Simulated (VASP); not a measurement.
Set up this calculation in VASP 6.6.1, as the native input.

| Property | Result |
| --- | --- |
| Task | single point |
| Functional | r2SCAN |
| Potentials or basis | VASP PAW PBE potentials, release 64 (B, As, Ga_d) |
| Cutoff | 520 eV |
| k mesh | 10 × 10 × 10 |
| Occupations | gaussian, width 0.01 eV |
| Spin | no spin polarisation |
| Dipole correction | no |
| Further INCAR settings | ALGO = Normal; EDIFF = 1e-06; NBANDS = 26 |

GaB2As3:

```
CELL_PARAMETERS angstrom
-1.77982 1.77982 7.78102
1.77982 -1.77982 7.78102
1.77982 1.77982 -7.78102
ATOMIC_POSITIONS crystal
B 0.82521 0.82521 0.00000
B 0.17479 0.17479 0.00000
As 0.25000 0.75000 0.50000
As 0.60051 0.10051 0.50000
As 0.89949 0.39949 0.50000
Ga 0.50000 0.50000 0.00000
```

These files were run (other wordings do the same):

POSCAR

```
GaB2As3
1.0
   -1.7798212736      1.7798212736      7.7810236786
    1.7798212736     -1.7798212736      7.7810236786
    1.7798212736      1.7798212736     -7.7810236786
B As Ga
2 3 1
Direct
    0.8252146027      0.8252146027      0.0000000000
    0.1747853973      0.1747853973      0.0000000000
    0.2500000000      0.7500000000      0.5000000000
    0.6005100683      0.1005100683      0.5000000000
    0.8994899317      0.3994899317      0.5000000000
    0.5000000000      0.5000000000      0.0000000000
```

INCAR.step1

```
SYSTEM = GaB2As3
PREC = Accurate ; ENCUT = 520
ISMEAR = 0 ; SIGMA = 0.01
LREAL = .FALSE. ; LASPH = .TRUE.
NELM = 80 ; NBANDS = 26
GGA = PE ; ALGO = Normal
EDIFF = 1E-4 ; LWAVE = .TRUE.
LCHARG = .FALSE.
```

INCAR.step2

```
SYSTEM = GaB2As3
PREC = Accurate ; ENCUT = 520
EDIFF = 1E-6 ; ISMEAR = 0
SIGMA = 0.01 ; LREAL = .FALSE.
LASPH = .TRUE. ; NELM = 80
ALGO = Normal ; ISIF = 2
LWAVE = .FALSE. ; LCHARG = .FALSE.
METAGGA = R2SCAN ; LMIXTAU = .TRUE.
NBANDS = 26 ; ISTART = 1
```

KPOINTS

```
Automatic mesh
0
G
  10 10 10
  0 0 0
```

Potentials or basis: VASP PAW PBE potentials, release 64 (B, As, Ga_d).

Command:

```sh
$ cat potpaw_PBE.64/B/POTCAR potpaw_PBE.64/As/POTCAR potpaw_PBE.64/Ga_d/POTCAR > POTCAR
$ cp INCAR.step1 INCAR
$ mpirun -np 1 vasp_std > vasp.out
$ cp INCAR.step2 INCAR
$ mpirun -np 1 vasp_std > vasp.out
```

It gave:

| Quantity | Value |
| --- | --- |
| Pressure | 0.1 GPa |
| Largest force | 0.003 eV/Å |
| Band gap on the k mesh | 0.75 eV (least direct gap 0.76 eV) |

Caveat: semilocal functionals underestimate gaps, and a narrow one can read as zero; the PAW data sets were made with another functional, which shifts forces and pressure a little.

It took 57 min on 1 thread of AMD EPYC 9R45 96-Core Processor (Zen 5) (shared host), peak memory 0.77 GiB.
